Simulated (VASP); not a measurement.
# MoS2 (P-3m1) in VASP: single point with PBEsol

Aim: the single point of MoS2 with PBEsol.

All numbers are computed with VASP 6.6.1; they aren't measurements. Logs are shortened: lines on timing, memory, paths and dates and some standing lists are left out, and cuts for length are marked.

## 1. The cell of the first run

Symmetry: P-3m1, No. 164, trigonal system. The conventional cell has a = 3.120 Å, b = 3.120 Å, c = 18.758 Å, α = 90.00°, β = 90.00°, γ = 120.00°. Mo (site symmetry 3m) has 6 S at 2.41 Å and 6 Mo at 3.12 Å within 3.2 Å. Mo (site symmetry -3m) has 6 S at 2.41 Å and 6 Mo at 3.12 Å within 3.2 Å. Within 3.2 Å of S (site symmetry 3m) lie 3 Mo at 2.41 Å and 6 S at 3.12 Å. Within 3.2 Å of S (site symmetry 3m) lie 3 Mo at 2.41 Å and 6 S at 3.12 Å. Within 3.2 Å of S (site symmetry 3m) lie 3 Mo at 2.41 Å and 6 S at 3.12 Å.

## 2. Single point, PBEsol

Input file INCAR:

```
SYSTEM = MoS2
PREC = Accurate ; ENCUT = 520
EDIFF = 1E-6 ; ISMEAR = 0
SIGMA = 0.15 ; LREAL = .FALSE.
LASPH = .TRUE. ; NELM = 100
ALGO = Normal ; ISIF = 2
LWAVE = .FALSE. ; LCHARG = .FALSE.
GGA = PS ; NBANDS = 49
```

Input file KPOINTS:

```
Automatic mesh
0
G
  17 17 3
  0 0 0
```

Input file POSCAR:

```
MoS2
1.0
   -1.5602034497     -2.7023516451      0.0000000000
    1.5602034497     -2.7023516451      0.0000000000
    0.0000000000      0.0000000000     18.7580752127
Mo S
3 6
Direct
    0.3333333333      0.3333333333      0.1622403579
    0.6666666667      0.6666666667      0.4866886290
    0.0000000000      1.0000000000      0.8111369000
    1.0000000000      1.0000000000      0.5720412198
    0.3333333333      0.3333333333      0.8964894909
    0.6666666667      0.6666666667      0.2475929488
    1.0000000000      1.0000000000      0.0768877671
    0.3333333333      0.3333333333      0.4013360381
    0.6666666667      0.6666666667      0.7257843092
```

Potentials or basis: VASP PAW PBE potentials, release 64 (Mo_sv, S).

Run with:

```console
$ cat potpaw_PBE.64/Mo_sv/POTCAR potpaw_PBE.64/S/POTCAR > POTCAR
$ mpirun -np 1 vasp_std > vasp.out
```

OUTCAR:

```text
SYSTEM = MoS2
   PREC = Accurate
   ENCUT = 520
   EDIFF = 1E-6
   ISMEAR = 0
   LREAL = .FALSE.
   LASPH = .TRUE.
   NELM = 100
   ISIF = 2
   GGA = PS

 ion  position               nearest neighbor table
   1  0.333  0.333  0.162-   7 2.41   7 2.41   7 2.41   6 2.41   6 2.41   6 2.41
   2  0.667  0.667  0.487-   4 2.41   4 2.41   4 2.41   8 2.41   8 2.41   8 2.41
   3  0.000  0.000  0.811-   9 2.41   9 2.41   9 2.41   5 2.41   5 2.41   5 2.41
   4  0.000  0.000  0.572-   2 2.41   2 2.41   2 2.41
   5  0.333  0.333  0.896-   3 2.41   3 2.41   3 2.41
   6  0.667  0.667  0.248-   1 2.41   1 2.41   1 2.41
   7  0.000  0.000  0.077-   1 2.41   1 2.41   1 2.41
   8  0.333  0.333  0.401-   2 2.41   2 2.41   2 2.41
   9  0.667  0.667  0.726-   3 2.41   3 2.41   3 2.41

  LATTYP: Found a hexagonal cell.
 ALAT       =     3.1204068995
 C/A-ratio  =     6.0114196055

  Lattice vectors:

 A1 = (  -1.5602034497,   2.7023516451,   0.0000000000)
 A2 = (  -1.5602034497,  -2.7023516451,   0.0000000000)
 A3 = (   0.0000000000,   0.0000000000,  18.7580752127)

Analysis of symmetry for initial positions (statically):
=====================================================================
 Subroutine PRICEL returns:
 Original cell was already a primitive cell.

 Routine SETGRP: Setting up the symmetry group for a
 hexagonal supercell.

 Subroutine GETGRP returns: Found 12 space group operations
 (whereof  6 operations were pure point group operations)
 out of a pool of 24 trial point group operations.

The static configuration has the point symmetry C_3v.
 The point group associated with its full space group is D_3d.

Analysis of symmetry for dynamics (positions and initial velocities):
=====================================================================
 Subroutine PRICEL returns:
 Original cell was already a primitive cell.

 Routine SETGRP: Setting up the symmetry group for a
 hexagonal supercell.

 Subroutine GETGRP returns: Found 12 space group operations
 (whereof  6 operations were pure point group operations)
 out of a pool of 24 trial point group operations.

The dynamic configuration has the point symmetry C_3v.
 The point group associated with its full space group is D_3d.

 Subroutine INISYM returns: Found 12 space group operations
 (whereof  6 operations are pure point group operations),
 and found     1 'primitive' translations

----------------------------------------------------------------------------------------

                                     Primitive cell

  volume of cell :     158.1763

  direct lattice vectors                    reciprocal lattice vectors
    -1.560203450 -2.702351645  0.000000000    -0.320471026 -0.185024033  0.000000000
     1.560203450 -2.702351645  0.000000000     0.320471026 -0.185024033  0.000000000
     0.000000000  0.000000000 18.758075213     0.000000000  0.000000000  0.053310374

  length of vectors
     3.120406899  3.120406899 18.758075213     0.370048066  0.370048066  0.053310374

  position of ions in fractional coordinates (direct lattice)
     0.333333333  0.333333333  0.162240358
     0.666666667  0.666666667  0.486688629
     0.000000000  0.000000000  0.811136900
     0.000000000  0.000000000  0.572041220
     0.333333333  0.333333333  0.896489491
     0.666666667  0.666666667  0.247592949
     0.000000000  0.000000000  0.076887767
     0.333333333  0.333333333  0.401336038
     0.666666667  0.666666667  0.725784309

  ion indices of the primitive-cell ions
   primitive index   ion index
                 1           1
                 2           2
                 3           3
                 4           4
                 5           5
                 6           6
                 7           7
                 8           8
                 9           9

----------------------------------------------------------------------------------------

 KPOINTS: Automatic mesh

Automatic generation of k-mesh.
 Grid dimensions read from file:
 generate k-points for:   17   17    3

 Generating k-lattice:

  Cartesian coordinates                     Fractional coordinates (reciprocal lattice)
    -0.018851237 -0.010883767  0.000000000     0.058823529 -0.000000000  0.000000000
     0.018851237 -0.010883767  0.000000000    -0.000000000  0.058823529  0.000000000
     0.000000000  0.000000000  0.017770125     0.000000000  0.000000000  0.333333333

  Length of vectors
     0.021767533  0.021767533  0.017770125

  Shift w.r.t. Gamma in fractional coordinates (k-lattice)
     0.000000000  0.000000000  0.000000000

 Subroutine IBZKPT returns following result:
 ===========================================

 Found     90 irreducible k-points:

 Following reciprocal coordinates:
            Coordinates               Weight
  0.000000  0.000000  0.000000      1.000000
  0.058824 -0.000000  0.000000      6.000000
  0.117647  0.000000  0.000000      6.000000
  0.176471  0.000000  0.000000      6.000000
  0.235294  0.000000  0.000000      6.000000
  0.294118  0.000000  0.000000      6.000000
[... 16 lines left out ...]
 -0.470588  0.117647  0.000000     12.000000
  0.352941  0.176471  0.000000      6.000000
 [... further k-points ...]
   k-points           NKPTS =     90   k-points in BZ     NKDIM =     90   number of bands    NBANDS=     49
   number of dos      NEDOS =    301   number of ions     NIONS =      9
   total plane-waves  NPLWV =  80640
   dimension x,y,z NGX =    24 NGY =   24 NGZ =  140
   dimension x,y,z NGXF=    48 NGYF=   48 NGZF=  280
   ions per type =               3   6
   NGX,Y,Z   is equivalent  to a cutoff of  12.79, 12.79, 12.41 a.u.
   NGXF,Y,Z  is equivalent  to a cutoff of  25.57, 25.57, 24.82 a.u.
 SYSTEM =  MoS2
   PREC   = accura    normal or accurate (medium, high low for compatibility)
   ISTART =      0    job   : 0-new  1-cont  2-samecut
   ICHARG =      2    charge: 1-file 2-atom 10-const
   ISPIN  =      1    spin polarized calculation?
   LNONCOLLINEAR =      F non collinear calculations
   LSORBIT =      F    spin-orbit coupling
   LASPH  =      T    aspherical Exc in radial PAW
   ENCUT  =  520.0 eV  38.22 Ry    6.18 a.u.   5.80  5.80 34.88*2*pi/ulx,y,z
   NELM   =    100;   NELMIN=  2; NELMDL= -5     # of ELM steps
   EDIFF  = 0.1E-05   stopping-criterion for ELM
   LREAL  =      F    real-space projection
   EDIFFG = 0.1E-04   stopping-criterion for IOM
   NSW    =      0    number of steps for IOM
   IBRION =     -1    ionic relax: 0-MD 1-quasi-New 2-CG
   NFREE  =      0    steps in history (QN), initial steepest desc. (CG)
   ISIF   =      2    stress and relaxation
   ISYM   =      2    0-nonsym 1-usesym 2-fastsym
   POTIM  = 0.5000    time-step for ionic-motion
   TEBEG  =    0.0;   TEEND  =   0.0 temperature during run
   PSTRESS=    0.0 pullay stress
   NELECT =      78.0000    total number of electrons
   NUPDOWN=      -1.0000    fix difference up-down
   EMIN   =  10.00;   EMAX   =-10.00  energy-range for DOS
   EFERMI =   0.00;   METHOD = LEGACY
   ISMEAR =     0;   SIGMA  =   0.15  broadening in eV -4-tet -1-fermi 0-gaus
   EFERMI_NEDOS =   21; number of points for ismear=-14 and -15
   IALGO  =     38    algorithm
   IMIX   =      4    mixing-type and parameters
     AMIX     =   0.40;   BMIX     =  1.00
     AMIX_MAG =   1.60;   BMIX_MAG =  1.00
  volume/ion in A,a.u.               =      17.58       118.60
  Fermi-wavevector in a.u.,A,eV,Ry     =   1.293379  2.444133 22.760235  1.672830
  Thomas-Fermi vector in A             =   2.425029
   LORBIT       =      0    0 simple, 1 ext, 2 COOP (PROOUT), +10 PAW based schemes
   GGA     = PS    functional components
   LHFCALC =     F    Hartree Fock is set to
   AEXX    =    0.0000 exact exchange contribution
   IVDW    =     0    specifies the selected vdW correction
   LEPSILON=     F    determine dielectric tensor
   LRPA    =     F    only Hartree local field effects (RPA)
 non-spin polarized calculation
 Gauss-broadening in eV      SIGMA  =   0.15
  energy-cutoff  :      520.00
  volume of cell :      158.18
 maximum number of plane-waves:      4289
   NGX = 11   NGY = 11   NGZ = 69

 number of electron      78.0000000 magnetization

 Free energy of the ion-electron system (eV)
  ---------------------------------------------------
  ext. energy  EPLUGINS =         0.00000000
  ---------------------------------------------------
  free energy    TOTEN  =       -67.92568939 eV

  energy without entropy =      -67.89369603  energy(sigma->0) =      -67.90969271

 E-fermi :   7.7852     XC(G=0): -11.0863

 val. band max:        7.7843388512   @ k =   0.3529   0.1765   0.0000
 cond. band min:       7.7898667940   @ k =   0.3529   0.1176   0.0000
 fundamental gap:      0.0055279428
 Fermi energy:         7.7851830246

 k-point     1 :       0.0000    0.0000    0.0000
  band No.  band energies     occupation
      1     -53.8185      2.00000
      2     -53.8185      2.00000
      3     -53.7958      2.00000
      4     -27.9591      2.00000
      5     -27.9591      2.00000
      6     -27.9402      2.00000
[... 41 lines left out ...]
     48      11.1502      0.00000
     49      11.1507      0.00000

 k-point     2 :       0.0588   -0.0000    0.0000
  band No.  band energies     occupation
      1     -53.8168      2.00000
      2     -53.8168      2.00000
      3     -53.7941      2.00000
      4     -27.9560      2.00000
      5     -27.9560      2.00000
      6     -27.9371      2.00000
[... 41 lines left out ...]
     48      11.0250      0.00000
     49      11.0885      0.00000

 k-point     3 :       0.1176    0.0000    0.0000
  band No.  band energies     occupation
      1     -53.8121      2.00000
      2     -53.8121      2.00000
      3     -53.7894      2.00000
      4     -27.9471      2.00000
      5     -27.9471      2.00000
      6     -27.9282      2.00000
[... 1081 lines left out ...]
     48      10.9360      0.00000
     49      11.7806      0.00000

 k-point    24 :       0.3529    0.1765    0.0000
  band No.  band energies     occupation
      1     -53.7853      2.00000
      2     -53.7853      2.00000
      3     -53.7626      2.00000
      4     -28.0637      2.00000
      5     -28.0637      2.00000
      6     -28.0398      2.00000
[... 41 lines left out ...]
     48      10.2983      0.00000
     49      11.3490      0.00000

 [... further k-points ...]
[... 5 lines left out ...]
  --------------------------------------------------------------------------------------
  -------------------------------------------------------------------------------------
  Total       -0.0348607     -0.0348607     -0.2702787      0.0000000     -0.0000000      0.0000000
  in kB       -0.3531066     -0.3531066     -2.7376692      0.0000000     -0.0000000      0.0000000
  external PRESSURE =      -1.1479608 kB  Pullay stress =       0.0000000 kB

 VOLUME and BASIS-vectors are now :
 -----------------------------------------------------------------------------
  energy-cutoff  :      520.00
  volume of cell :      158.18
      direct lattice vectors                 reciprocal lattice vectors
    -1.560203450 -2.702351645  0.000000000    -0.320471026 -0.185024033  0.000000000
     1.560203450 -2.702351645  0.000000000     0.320471026 -0.185024033  0.000000000
     0.000000000  0.000000000 18.758075213     0.000000000  0.000000000  0.053310374

 POSITION                                       TOTAL-FORCE (eV/Angst)
 -----------------------------------------------------------------------------------
      0.00000     -1.80157      3.04332        -0.000000      0.000000     -0.038992
      0.00000     -3.60314      9.12934         0.000000      0.000000     -0.000000
      0.00000      0.00000     15.21537         0.000000     -0.000000      0.038992
      0.00000      0.00000     10.73039        -0.000000     -0.000000      0.003469
      0.00000     -1.80157     16.81642         0.000000     -0.000000      0.035313
      0.00000     -3.60314      4.64437        -0.000000     -0.000000      0.015619
      0.00000      0.00000      1.44227        -0.000000     -0.000000     -0.035313
      0.00000     -1.80157      7.52829        -0.000000      0.000000     -0.003469
      0.00000     -3.60314     13.61432         0.000000     -0.000000     -0.015619
 -----------------------------------------------------------------------------------
    total drift:                                0.000000     -0.000000      0.000090

  FREE ENERGIE OF THE ION-ELECTRON SYSTEM (eV)
  ---------------------------------------------------
  free  energy   TOTEN  =       -67.9256893913 eV

  energy  without entropy=      -67.8936960328  energy(sigma->0) =      -67.90969271
```

Wall time 11 min (1 thread of Intel Xeon Platinum 8259CL at 2.50GHz (Skylake/Cascade Lake), shared host); peak memory 0.62 GiB.

Results:

| Quantity | Value |
| --- | --- |
| Free energy | -67.9257 eV |
| Pressure | -0.1 GPa |
| Largest force | 0.039 eV/Å |
| Band gap on the k mesh | zero (band 39 reaches 8.11 eV, above the bottom of band 40 at 7.56 eV) |

Forces in eV/Å, atoms in the order of the input:
```
Mo   0.000  0.000 -0.039
Mo   0.000  0.000  0.000
Mo   0.000  0.000  0.039
S    0.000  0.000  0.003
S    0.000  0.000  0.035
S    0.000  0.000  0.016
S    0.000  0.000 -0.035
S    0.000  0.000 -0.003
S    0.000  0.000 -0.016
```

Stress tensor (GPa, compression positive):
```
-0.04  0.00  0.00
 0.00 -0.04  0.00
 0.00  0.00 -0.27
```

Caveat: the PAW data sets were made with another functional, which shifts forces and pressure a little; this functional lacks dispersion, which binds the layers, so the pressure and a relaxed spacing across them are unreliable.
